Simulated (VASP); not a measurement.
# SiNi2 (P6_3/mmc) in VASP: further runs

SiNi2 is run at these levels: PBEsol; tasks: single point.

All numbers are computed with VASP 6.6.1; they aren't measurements. Logs are shortened: lines on timing, memory, paths and dates and some standing lists are left out, and cuts for length are marked.

## 1. The cell of the first run

The structure is hexagonal, space group P6_3/mmc (No. 194). Conventional cell: a = 3.798 Å, b = 3.798 Å, c = 4.794 Å, α = 90.00°, β = 90.00°, γ = 120.00°. Within 2.9 Å of Si (site symmetry -6m2) lie 11 Ni at 2.19 to 2.50 Å. Within 3.2 Å of Ni (site symmetry -3m) lie 8 Ni at 2.40 to 2.50 Å and 6 Si at 2.50 Å. Ni (site symmetry -6m2) has 5 Si at 2.19 to 2.40 Å and 6 Ni at 2.50 Å within 2.9 Å.

## 2. Single point, PBEsol (9.98 Å³/atom)

INCAR

```
SYSTEM = SiNi2
PREC     = Accurate       ! precision mode
ENCUT    = 520            ! plane-wave cutoff, eV
EDIFF    = 1E-6           ! SCF threshold, eV
ISMEAR   = 0              ! smearing method
SIGMA    = 0.1            ! smearing width, eV
LREAL    = .False.        ! projectors in reciprocal space
LASPH    = .True.         ! aspherical terms in the spheres
NELM     = 60             ! most SCF steps
ALGO     = Fast           ! electronic algorithm
ISIF     = 2              ! what is computed and relaxed
LWAVE    = .False.        ! write WAVECAR
LCHARG   = .False.        ! write CHGCAR
GGA      = PS             ! functional
NBANDS   = 33             ! bands
```

KPOINTS

```
regular mesh
0
Gamma
  12 12 8
  0 0 0
```

POSCAR

```
SiNi2
1.0
    3.7982751122      0.0000000000      0.0000000000
   -1.8991375561      3.2894027378      0.0000000000
    0.0000000000      0.0000000000      4.7943634992
Si Ni
2 4
Direct
    0.3333333333      0.6666666667      0.7500000000
    0.6666666667      0.3333333333      0.2500000000
    0.0000000000      0.0000000000      0.0000000000
    0.0000000000      0.0000000000      0.5000000000
    0.3333333333      0.6666666667      0.2500000000
    0.6666666667      0.3333333333      0.7500000000
```

Potentials or basis: VASP PAW PBE potentials, release 64 (Si, Ni).

Run with:

```bash
$ cat potpaw_PBE.64/Si/POTCAR potpaw_PBE.64/Ni/POTCAR > POTCAR
$ mpirun -np 1 vasp_std > vasp.out
```

OUTCAR:

```text
SYSTEM = SiNi2
   PREC = Accurate
   ENCUT = 520
   EDIFF = 1E-6
   ISMEAR = 0
   LREAL = .False.
   LASPH = .True.
   NELM = 60
   ISIF = 2
   GGA = PS

 ion  position               nearest neighbor table
   1  0.333  0.667  0.750-   6 2.19   6 2.19   6 2.19   5 2.40   5 2.40   3 2.50   4 2.50   4 2.50
                             3 2.50   4 2.50   3 2.50
   2  0.667  0.333  0.250-   5 2.19   5 2.19   5 2.19   6 2.40   6 2.40   3 2.50   4 2.50   3 2.50
                             4 2.50   3 2.50   4 2.50
   3  0.000  0.000  0.000-   4 2.40   4 2.40   1 2.50   5 2.50   6 2.50   2 2.50   2 2.50   6 2.50
                             1 2.50   5 2.50   2 2.50   6 2.50   1 2.50   5 2.50
   4  0.000  0.000  0.500-   3 2.40   3 2.40   1 2.50   5 2.50   6 2.50   2 2.50   2 2.50   6 2.50
                             1 2.50   5 2.50   2 2.50   6 2.50   1 2.50   5 2.50
   5  0.333  0.667  0.250-   2 2.19   2 2.19   2 2.19   1 2.40   1 2.40   3 2.50   4 2.50   4 2.50
                             3 2.50   4 2.50   3 2.50
   6  0.667  0.333  0.750-   1 2.19   1 2.19   1 2.19   2 2.40   2 2.40   3 2.50   4 2.50   3 2.50
                             4 2.50   3 2.50   4 2.50

  LATTYP: Found a hexagonal cell.
 ALAT       =     3.7982751122
 C/A-ratio  =     1.2622475617

  Lattice vectors:

 A1 = (   3.7982751122,   0.0000000000,   0.0000000000)
 A2 = (  -1.8991375561,   3.2894027378,   0.0000000000)
 A3 = (   0.0000000000,   0.0000000000,   4.7943634992)

Analysis of symmetry for initial positions (statically):
=====================================================================
 Subroutine PRICEL returns:
 Original cell was already a primitive cell.

 Routine SETGRP: Setting up the symmetry group for a
 hexagonal supercell.

 Subroutine GETGRP returns: Found 24 space group operations
 (whereof 12 operations were pure point group operations)
 out of a pool of 24 trial point group operations.

The static configuration has the point symmetry D_3d.
 The point group associated with its full space group is D_6h.

Analysis of symmetry for dynamics (positions and initial velocities):
=====================================================================
 Subroutine PRICEL returns:
 Original cell was already a primitive cell.

 Routine SETGRP: Setting up the symmetry group for a
 hexagonal supercell.

 Subroutine GETGRP returns: Found 24 space group operations
 (whereof 12 operations were pure point group operations)
 out of a pool of 24 trial point group operations.

The dynamic configuration has the point symmetry D_3d.
[... 111 lines left out ...]
   NSW    =      0    number of steps for IOM
   IBRION =     -1    ionic relax: 0-MD 1-quasi-New 2-CG
   NFREE  =      0    steps in history (QN), initial steepest desc. (CG)
   ISIF   =      2    stress and relaxation
   ISYM   =      2    0-nonsym 1-usesym 2-fastsym
   POTIM  = 0.5000    time-step for ionic-motion
   TEBEG  =    0.0;   TEEND  =   0.0 temperature during run
   PSTRESS=    0.0 pullay stress
   NELECT =      48.0000    total number of electrons
   NUPDOWN=      -1.0000    fix difference up-down
   EMIN   =  10.00;   EMAX   =-10.00  energy-range for DOS
   EFERMI =   0.00;   METHOD = LEGACY
   ISMEAR =     0;   SIGMA  =   0.10  broadening in eV -4-tet -1-fermi 0-gaus
   EFERMI_NEDOS =   21; number of points for ismear=-14 and -15
   IALGO  =     68    algorithm
   IMIX   =      4    mixing-type and parameters
     AMIX     =   0.40;   BMIX     =  1.00
     AMIX_MAG =   1.60;   BMIX_MAG =  1.00
  volume/ion in A,a.u.               =       9.98        67.37
  Fermi-wavevector in a.u.,A,eV,Ry     =   1.520584  2.873487 31.459063  2.312176
  Thomas-Fermi vector in A             =   2.629415
   LORBIT       =      0    0 simple, 1 ext, 2 COOP (PROOUT), +10 PAW based schemes
   GGA     = PS    functional components
   LHFCALC =     F    Hartree Fock is set to
   AEXX    =    0.0000 exact exchange contribution
   IVDW    =     0    specifies the selected vdW correction
   LEPSILON=     F    determine dielectric tensor
   LRPA    =     F    only Hartree local field effects (RPA)
 non-spin polarized calculation
 RMM-DIIS sequential band-by-band and
 Gauss-broadening in eV      SIGMA  =   0.10
  energy-cutoff  :      520.00
  volume of cell :       59.90
 maximum number of plane-waves:      1644
   NGX = 15   NGY = 15   NGZ = 17

 number of electron      47.9999970 magnetization

 Free energy of the ion-electron system (eV)
  ---------------------------------------------------
  ext. energy  EPLUGINS =         0.00000000
  ---------------------------------------------------
  free energy    TOTEN  =       -39.37436416 eV

  energy without entropy =      -39.35822083  energy(sigma->0) =      -39.36629250

 E-fermi :  12.4044     XC(G=0): -13.5561

 val. band max:       12.3858669702   @ k =   0.3333   0.0000   0.2500
 cond. band min:      12.4152899271   @ k =   0.3333   0.3333   0.2500
 fundamental gap:      0.0294229569
 Fermi energy:        12.4044304744

 k-point     1 :       0.0000    0.0000    0.0000
  band No.  band energies     occupation
      1      -0.9405      2.00000
      2       3.8701      2.00000
      3       5.4254      2.00000
      4       6.7839      2.00000
      5       6.7839      2.00000
      6       8.0511      2.00000
[... 853 lines left out ...]
     32      20.0982      0.00000
     33      21.1600      0.00000

 [... further k-points ...]

------------------------ aborting loop because EDIFF is reached ----------------------------------------

  FORCE on cell =-STRESS in cart. coord.  units (eV):
  Direction    XX          YY          ZZ          XY          YZ          ZX
  --------------------------------------------------------------------------------------
  -------------------------------------------------------------------------------------
  Total        6.1687133      6.1687133      6.0754365      0.0000000      0.0000000     -0.0000000
  in kB      164.9949852    164.9949852    162.5001042      0.0000000      0.0000000     -0.0000000
  external PRESSURE =     164.1633582 kB  Pullay stress =       0.0000000 kB

 VOLUME and BASIS-vectors are now :
 -----------------------------------------------------------------------------
  energy-cutoff  :      520.00
  volume of cell :       59.90
      direct lattice vectors                 reciprocal lattice vectors
     3.798275112  0.000000000  0.000000000     0.263277401  0.152003278  0.000000000
    -1.899137556  3.289402738  0.000000000     0.000000000  0.304006557  0.000000000
     0.000000000  0.000000000  4.794363499     0.000000000  0.000000000  0.208578261

 POSITION                                       TOTAL-FORCE (eV/Angst)
 -----------------------------------------------------------------------------------
     -0.00000      2.19294      3.59577         0.000000      0.000000      0.000000
      1.89914      1.09647      1.19859         0.000000     -0.000000      0.000000
      0.00000      0.00000      0.00000        -0.000000      0.000000      0.000000
      0.00000      0.00000      2.39718        -0.000000      0.000000      0.000000
     -0.00000      2.19294      1.19859        -0.000000      0.000000      0.000000
      1.89914      1.09647      3.59577        -0.000000     -0.000000      0.000000
 -----------------------------------------------------------------------------------
    total drift:                                0.000000     -0.000000      0.000000

  FREE ENERGIE OF THE ION-ELECTRON SYSTEM (eV)
  ---------------------------------------------------
  free  energy   TOTEN  =       -39.3743641618 eV

  energy  without entropy=      -39.3582208299  energy(sigma->0) =      -39.36629250
```

stdout:

```text
POSCAR found type information on POSCAR SiNi
 POSCAR found :  2 types and       6 ions
 scaLAPACK will be used
 -----------------------------------------------------------------------------
|                                                                             |
|                                                                             |
|     You enforced a specific xc type in the INCAR file but a different       |
|     I HOPE YOU KNOW WHAT YOU ARE DOING!                                     |
|                                                                             |
 -----------------------------------------------------------------------------

 LDA part: xc-table for (Slater+PW92), standard interpolation
 POSCAR, INCAR and KPOINTS ok, starting setup
 FFT: planning ... GRIDC
 FFT: planning ... GRID_SOFT
 FFT: planning ... GRID
 WAVECAR not read
 entering main loop
```

It took 5.9 min on 1 thread of Intel Xeon 8259CL, shared host; peak memory 0.27 GiB.

What came out:

* Free energy: -39.3744 eV
* Pressure: 16.4 GPa
* Band gap on the k mesh: zero (bands 24 and 25 overlap by 3.64 eV)

Caveat: the cell stands under pressure; the PAW data sets were made with another functional, which shifts forces and pressure a little. Spin polarisation is off, so any magnetic state and its effect on volume and gap are missing.

(Continued in part 2 of 2.)
